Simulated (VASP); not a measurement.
Write the native input for VASP 6.6.1 that does the following.

```
Task                   : single point
Functional             : LDA
Potentials or basis    : VASP PAW LDA potentials, release 64 (Be)
Cutoff                 : 600 eV
k mesh                 : 4 × 4 × 6
Occupations            : fermi-dirac, width 0.1 eV
Spin                   : no spin polarisation
Dipole correction      : no
Further INCAR settings : ALGO = Normal; EDIFF = 1e-06; NBANDS = 12
```

The structure of Be lies in POSCAR:

```
Be
1.0
    3.7468100000      0.0000000000      0.0000000000
    0.0000000000      3.7468100000      0.0000000000
    0.0000000000      0.0000000000      2.2812800000
Be
4
Direct
    0.3123970272      0.2608961598      0.0044975753
    0.6910788808      0.7373234551      0.0107361144
    0.1844614441      0.7665829401      0.5019229254
    0.8120626219      0.2351974953      0.4828437911
```

The input as run:

INCAR

```
  PREC = Accurate
  ENCUT = 600
  EDIFF = 1E-6
  ISMEAR = -1
  SIGMA = 0.1
  LREAL = False
  LASPH = True
  NELM = 120
  ALGO = Normal
  ISIF = 2
  LWAVE = False
  LCHARG = False
  GGA = CA
  NBANDS = 12
  GGA_COMPAT = False
```

KPOINTS

```
Automatic mesh
0
Gamma
  4 4 6
```

Potentials or basis: VASP PAW LDA potentials, release 64 (Be).

The run is started by

```sh
$ cat potpaw_LDA.64/Be/POTCAR > POTCAR
$ mpirun -np 1 vasp_std > vasp.out
```

It gave:

- Pressure: -5.9 GPa
- Largest force: 0.429 eV/Å
- Band gap on the k mesh: zero (band 4 reaches 7.56 eV, above the bottom of band 5 at 6.39 eV)

Caveat: the k points lie up to 0.46 Å⁻¹ apart.

It took 27 s on 1 thread of Intel Xeon 8259CL, with other jobs on the host, peak memory 0.13 GiB.
